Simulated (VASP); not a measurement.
# As (P6_3/mmc) in VASP: a series of runs

The runs below take As through single point, with PBEsol.

All numbers are computed with VASP 6.6.1; they aren't measurements. Logs are shortened: lines on timing, memory, paths and dates and some standing lists are left out, and cuts for length are marked.

**1. The cell of the first run**

It takes space group P6_3/mmc (No. 194, hexagonal). Conventional cell: a = 3.046 Å, b = 3.046 Å, c = 10.268 Å, α = 90.00°, β = 90.00°, γ = 120.00°. Within 4.0 Å of As (site symmetry -3m) lie 12 As at 3.05 to 3.11 Å. Within 4.0 Å of As (site symmetry -6m2) lie 12 As at 3.05 to 3.11 Å.

**2. Single point, PBEsol (volume scaled by 1.12)**

The input, INCAR:

```
ALGO = Normal
EDIFF = 1E-7
ENCUT = 520
GGA = PS
ISIF = 2
ISMEAR = -1
LASPH = T
LCHARG = T
LELF = T
LREAL = F
LVHAR = T
LWAVE = F
NBANDS = 18
NELM = 100
PREC = Accurate
SIGMA = 0.1
```

The input, KPOINTS:

```
k-points
0
Gamma
  14 14 4
```

The input, POSCAR:

```
As
1.0
    3.0463314102      0.0000000000      0.0000000000
   -1.5231657051      2.6382003896      0.0000000000
    0.0000000000      0.0000000000     10.2679281744
As
4
Direct
    0.0000000000      0.0000000000      1.0000000000
    0.0000000000      0.0000000000      0.5000000000
    0.3333333333      0.6666666667      0.2500000000
    0.6666666667      0.3333333333      0.7500000000
```

Potentials or basis: VASP PAW PBE potentials, release 64 (As).

On the command line:

```bash
$ cat potpaw_PBE.64/As/POTCAR > POTCAR
$ mpirun -np 1 vasp_std > vasp.out
```

OUTCAR:

```text
EDIFF = 1E-7
   ENCUT = 520
   GGA = PS
   ISIF = 2
   ISMEAR = -1
   LASPH = T
   LREAL = F
   NELM = 100
   PREC = Accurate

 ion  position               nearest neighbor table
   1  0.000  0.000  0.000-
   2  0.000  0.000  0.500-
   3  0.333  0.667  0.250-
   4  0.667  0.333  0.750-

  LATTYP: Found a hexagonal cell.
 ALAT       =     3.0463314102
 C/A-ratio  =     3.3705880260

  Lattice vectors:

 A1 = (   3.0463314102,   0.0000000000,   0.0000000000)
 A2 = (  -1.5231657051,   2.6382003896,   0.0000000000)
 A3 = (   0.0000000000,   0.0000000000,  10.2679281744)

Analysis of symmetry for initial positions (statically):
=====================================================================
 Subroutine PRICEL returns:
 Original cell was already a primitive cell.

 Routine SETGRP: Setting up the symmetry group for a
 hexagonal supercell.

 Subroutine GETGRP returns: Found 24 space group operations
 (whereof 12 operations were pure point group operations)
 out of a pool of 24 trial point group operations.

The static configuration has the point symmetry D_3d.
 The point group associated with its full space group is D_6h.

Analysis of symmetry for dynamics (positions and initial velocities):
=====================================================================
 Subroutine PRICEL returns:
 Original cell was already a primitive cell.

 Routine SETGRP: Setting up the symmetry group for a
 hexagonal supercell.

 Subroutine GETGRP returns: Found 24 space group operations
 (whereof 12 operations were pure point group operations)
 out of a pool of 24 trial point group operations.

The dynamic configuration has the point symmetry D_3d.
 The point group associated with its full space group is D_6h.

 Subroutine INISYM returns: Found 24 space group operations
 (whereof 12 operations are pure point group operations),
 and found     1 'primitive' translations

----------------------------------------------------------------------------------------

                                     Primitive cell

  volume of cell :      82.5216

  direct lattice vectors                    reciprocal lattice vectors
     3.046331410  0.000000000  0.000000000     0.328263693  0.189523132  0.000000000
    -1.523165705  2.638200390  0.000000000     0.000000000  0.379046263  0.000000000
     0.000000000  0.000000000 10.267928174     0.000000000  0.000000000  0.097390631

  length of vectors
     3.046331410  3.046331410 10.267928174     0.379046263  0.379046263  0.097390631

  position of ions in fractional coordinates (direct lattice)
     0.000000000  0.000000000  0.000000000
     0.000000000  0.000000000  0.500000000
     0.333333333  0.666666667  0.250000000
     0.666666667  0.333333333  0.750000000

  ion indices of the primitive-cell ions
   primitive index   ion index
                 1           1
                 2           2
                 3           3
                 4           4

----------------------------------------------------------------------------------------

 KPOINTS: k-points

Automatic generation of k-mesh.
 Grid dimensions read from file:
 generate k-points for:   14   14    4

 Generating k-lattice:

  Cartesian coordinates                     Fractional coordinates (reciprocal lattice)
     0.023447407  0.013537367  0.000000000     0.071428571  0.000000000  0.000000000
     0.000000000  0.027074733  0.000000000     0.000000000  0.071428571  0.000000000
     0.000000000  0.000000000  0.024347658     0.000000000  0.000000000  0.250000000

  Length of vectors
     0.027074733  0.027074733  0.024347658

  Shift w.r.t. Gamma in fractional coordinates (k-lattice)
     0.000000000  0.000000000  0.000000000

 Subroutine IBZKPT returns following result:
 ===========================================

 Found     72 irreducible k-points:

 Following reciprocal coordinates:
            Coordinates               Weight
  0.000000  0.000000  0.000000      1.000000
  0.071429  0.000000  0.000000      6.000000
  0.142857  0.000000  0.000000      6.000000
  0.214286 -0.000000  0.000000      6.000000
  0.285714  0.000000  0.000000      6.000000
  0.357143  0.000000  0.000000      6.000000
[... 16 lines left out ...]
  0.285714  0.285714  0.000000      6.000000
  0.357143  0.285714  0.000000      6.000000
 [... further k-points ...]
   k-points           NKPTS =     72   k-points in BZ     NKDIM =     72   number of bands    NBANDS=     18
   number of dos      NEDOS =    301   number of ions     NIONS =      4
   total plane-waves  NPLWV =  46080
   dimension x,y,z NGX =    24 NGY =   24 NGZ =   80
   dimension x,y,z NGXF=    48 NGYF=   48 NGZF=  160
   ions per type =               4
   NGX,Y,Z   is equivalent  to a cutoff of  13.10, 13.10, 12.95 a.u.
   NGXF,Y,Z  is equivalent  to a cutoff of  26.19, 26.19, 25.91 a.u.
 SYSTEM =  unknown system
   PREC   = accura    normal or accurate (medium, high low for compatibility)
   ISTART =      0    job   : 0-new  1-cont  2-samecut
   ICHARG =      2    charge: 1-file 2-atom 10-const
   ISPIN  =      1    spin polarized calculation?
   LNONCOLLINEAR =      F non collinear calculations
   LSORBIT =      F    spin-orbit coupling
   LASPH  =      T    aspherical Exc in radial PAW
   ENCUT  =  520.0 eV  38.22 Ry    6.18 a.u.   5.66  5.66 19.09*2*pi/ulx,y,z
   NELM   =    100;   NELMIN=  2; NELMDL= -5     # of ELM steps
   EDIFF  = 0.1E-06   stopping-criterion for ELM
   LREAL  =      F    real-space projection
   EDIFFG = 0.1E-05   stopping-criterion for IOM
   NSW    =      0    number of steps for IOM
   IBRION =     -1    ionic relax: 0-MD 1-quasi-New 2-CG
   NFREE  =      0    steps in history (QN), initial steepest desc. (CG)
   ISIF   =      2    stress and relaxation
   ISYM   =      2    0-nonsym 1-usesym 2-fastsym
   POTIM  = 0.5000    time-step for ionic-motion
   TEBEG  =    0.0;   TEEND  =   0.0 temperature during run
   PSTRESS=    0.0 pullay stress
   NELECT =      20.0000    total number of electrons
   NUPDOWN=      -1.0000    fix difference up-down
   EMIN   =  10.00;   EMAX   =-10.00  energy-range for DOS
   EFERMI =   0.00;   METHOD = LEGACY
   ISMEAR =    -1;   SIGMA  =   0.10  broadening in eV -4-tet -1-fermi 0-gaus
   EFERMI_NEDOS =   21; number of points for ismear=-14 and -15
   IALGO  =     38    algorithm
   IMIX   =      4    mixing-type and parameters
     AMIX     =   0.40;   BMIX     =  1.00
     AMIX_MAG =   1.60;   BMIX_MAG =  1.00
  volume/ion in A,a.u.               =      20.63       139.22
  Fermi-wavevector in a.u.,A,eV,Ry     =   1.020694  1.928832 14.174772  1.041816
  Thomas-Fermi vector in A             =   2.154278
   LORBIT       =      0    0 simple, 1 ext, 2 COOP (PROOUT), +10 PAW based schemes
   GGA     = PS    functional components
   LHFCALC =     F    Hartree Fock is set to
   AEXX    =    0.0000 exact exchange contribution
   IVDW    =     0    specifies the selected vdW correction
   LEPSILON=     F    determine dielectric tensor
   LRPA    =     F    only Hartree local field effects (RPA)
 non-spin polarized calculation
  energy-cutoff  :      520.00
  volume of cell :       82.52
 maximum number of plane-waves:      2248
 NGX is ok and might be reduce to    24
   NGX = 11   NGY = 11   NGZ = 39

 number of electron      19.9999997 magnetization

 Free energy of the ion-electron system (eV)
  ---------------------------------------------------
  ext. energy  EPLUGINS =         0.00000000
  ---------------------------------------------------
  free energy    TOTEN  =       -18.43730579 eV

  energy without entropy =      -18.36270730  energy(sigma->0) =      -18.40000655

 E-fermi :   5.5513     XC(G=0): -10.5251

 val. band max:        5.4890521486   @ k =   0.2857   0.2143   0.2500
 cond. band min:       5.5962233368   @ k =   0.4286   0.1429   0.5000
 fundamental gap:      0.1071711882
 Fermi energy:         5.5512968267

 k-point     1 :       0.0000    0.0000    0.0000
  band No.  band energies     occupation
      1      -8.9332      2.00000
      2      -7.6815      2.00000
      3      -7.6718      2.00000
      4      -5.3026      2.00000
      5      -0.7162      2.00000
      6       4.1864      2.00000
[... 10 lines left out ...]
     17      15.0165      0.00000
     18      15.7315      0.00000

 k-point     2 :       0.0714    0.0000    0.0000
  band No.  band energies     occupation
      1      -8.8319      2.00000
      2      -7.5825      2.00000
      3      -7.5729      2.00000
      4      -5.2137      2.00000
      5      -0.6120      2.00000
      6       4.2535      2.00000
[... 10 lines left out ...]
     17      15.4275      0.00000
     18      16.0350      0.00000

 k-point     3 :       0.1429    0.0000    0.0000
  band No.  band energies     occupation
      1      -8.5295      2.00000
      2      -7.2876      2.00000
      3      -7.2783      2.00000
      4      -4.9519      2.00000
      5      -0.3013      2.00000
      6       4.4141      1.99998
[... 10 lines left out ...]
     17      14.4074      0.00000
     18      15.1747      0.00000

 k-point     4 :       0.2143   -0.0000    0.0000
  band No.  band energies     occupation
      1      -8.0309      2.00000
      2      -6.8045      2.00000
      3      -6.7959      2.00000
      4      -4.5371      2.00000
      5       0.2091      2.00000
      6       4.2655      1.99999
[... 375 lines left out ...]
      4      -3.3200      2.00000
      5       0.3364      2.00000
      6       0.6451      2.00000
[... 10 lines left out ...]
     17      12.2329      0.00000
     18      13.0645      0.00000

 k-point    23 :       0.2857    0.2857    0.0000
  band No.  band energies     occupation
      1      -4.6236      2.00000
      2      -3.9185      2.00000
      3      -3.8793      2.00000
      4      -3.2525      2.00000
      5       0.8638      2.00000
      6       1.1338      2.00000
[... 10 lines left out ...]
     17      12.1130      0.00000
     18      13.3650      0.00000

 k-point    24 :       0.3571    0.2857    0.0000
  band No.  band energies     occupation
      1      -4.0258      2.00000
      2      -3.7651      2.00000
      3      -3.6260      2.00000
      4      -3.4813      2.00000
      5       0.7736      2.00000
      6       1.0712      2.00000
[... 10 lines left out ...]
     17      12.6160      0.00000
     18      12.7428      0.00000

 [... further k-points ...]
[... 5 lines left out ...]
  --------------------------------------------------------------------------------------
  -------------------------------------------------------------------------------------
  Total       -4.3886607     -4.3886607     -3.8161109      0.0000000      0.0000000      0.0000000
  in kB      -85.2069146    -85.2069146    -74.0907207      0.0000000      0.0000000      0.0000000
  external PRESSURE =     -81.5015166 kB  Pullay stress =       0.0000000 kB

 VOLUME and BASIS-vectors are now :
 -----------------------------------------------------------------------------
  energy-cutoff  :      520.00
  volume of cell :       82.52
      direct lattice vectors                 reciprocal lattice vectors
     3.046331410  0.000000000  0.000000000     0.328263693  0.189523132  0.000000000
    -1.523165705  2.638200390  0.000000000     0.000000000  0.379046263  0.000000000
     0.000000000  0.000000000 10.267928174     0.000000000  0.000000000  0.097390631

 POSITION                                       TOTAL-FORCE (eV/Angst)
 -----------------------------------------------------------------------------------
      0.00000      0.00000      0.00000         0.000000      0.000000      0.000000
      0.00000      0.00000      5.13396         0.000000      0.000000      0.000000
     -0.00000      1.75880      2.56698        -0.000000     -0.000000      0.000000
      1.52317      0.87940      7.70095        -0.000000      0.000000     -0.000000
 -----------------------------------------------------------------------------------
    total drift:                               -0.000000      0.000000      0.000000

  FREE ENERGIE OF THE ION-ELECTRON SYSTEM (eV)
  ---------------------------------------------------
  free  energy   TOTEN  =       -18.4373057906 eV

  energy  without entropy=      -18.3627073019  energy(sigma->0) =      -18.40000655
```

It took 33 s on 1 thread of Intel Xeon 6975P-C (Granite Rapids), shared host; peak memory 0.23 GiB.

What came out:

| Property | Result |
| --- | --- |
| Free energy | -18.4373 eV |
| Pressure | -8.2 GPa |
| Band gap on the k mesh | zero (band 10 reaches 10.08 eV, above the bottom of band 11 at 3.16 eV) |

Levels at points of the mesh, in eV from the Fermi level:
```tsv
k point	band 8	band 9	band 10	band 11	band 12	band 13
(0.00, 0.00, 0.00)	3.93	3.93	4.52	4.52	4.57	4.57
(0.50, 0.00, 0.00)	-3.91	-1.80	-1.00	0.73	1.61	1.86
(0.00, 0.00, 0.50)	2.40	4.10	4.10	4.10	4.10	5.06
(0.50, 0.00, 0.50)	-4.78	-0.50	-0.50	1.03	1.03	1.09
```

Caveat: the cell differs from its parent crystal (volume scaled by 1.12); the PAW data sets were made with another functional, which shifts forces and pressure a little.

**3. Single point, PBEsol**

This run uses another cell than the first one, of 18.42 Å³/atom, 0.893 times its volume.

The input, INCAR:

```
SYSTEM = As
ALGO     = Normal         ! electronic algorithm
EDIFF    = 1E-6           ! SCF threshold, eV
ENCUT    = 520            ! plane-wave cutoff, eV
GGA      = PS             ! functional
ISIF     = 2              ! what is computed and relaxed
ISMEAR   = -1             ! smearing method
LASPH    = .TRUE.         ! aspherical terms in the spheres
LCHARG   = .FALSE.        ! write CHGCAR
LREAL    = .FALSE.        ! projectors in reciprocal space
LWAVE    = .FALSE.        ! write WAVECAR
NBANDS   = 18             ! bands
NELM     = 80             ! most SCF steps
PREC     = Accurate       ! precision mode
SIGMA    = 0.1            ! smearing width, eV
```

The input, KPOINTS:

```
k-points
0
G
  16 16 5
  0 0 0
```

The input, POSCAR:

```
As
1.0
    2.9333990087      0.0000000000      0.0000000000
   -1.4666995043      2.5403980610      0.0000000000
    0.0000000000      0.0000000000      9.8872795742
As
4
Direct
    0.0000000000      0.0000000000      1.0000000000
    0.0000000000      0.0000000000      0.5000000000
    0.3333333333      0.6666666667      0.2500000000
    0.6666666667      0.3333333333      0.7500000000
```

Potentials or basis: VASP PAW PBE potentials, release 64 (As).

On the command line:

```bash
$ cat potpaw_PBE.64/As/POTCAR > POTCAR
$ mpirun -np 1 vasp_std > vasp.out
```

It took 29 s on 1 thread of Intel Xeon 6975P-C (Granite Rapids), shared host; peak memory 0.25 GiB.

Results (log left out):

```yaml
Free_energy: -18.6759 eV
Pressure: 0.2 GPa
Band_gap_on_the_k_mesh: zero (band 10 reaches 12.07 eV, above the bottom of band 11 at 3.94 eV)
```

Stress tensor (GPa, compression positive):
```
 0.32  0.00  0.00
 0.00  0.32  0.00
 0.00  0.00 -0.10
```

Levels at points of the mesh, in eV from the Fermi level:
| k point | band 7 | band 8 | band 9 | band 10 | band 11 | band 12 | band 13 | band 14 |
| --- | --- | --- | --- | --- | --- | --- | --- | --- |
| (0.00, 0.00, 0.00) | -1.39 | 4.59 | 4.59 | 5.28 | 5.28 | 5.35 | 5.35 | 5.58 |
| (0.50, 0.00, 0.00) | -4.76 | -4.23 | -2.10 | -1.20 | 0.85 | 1.94 | 2.14 | 2.16 |

Caveat: the PAW data sets were made with another functional, which shifts forces and pressure a little.
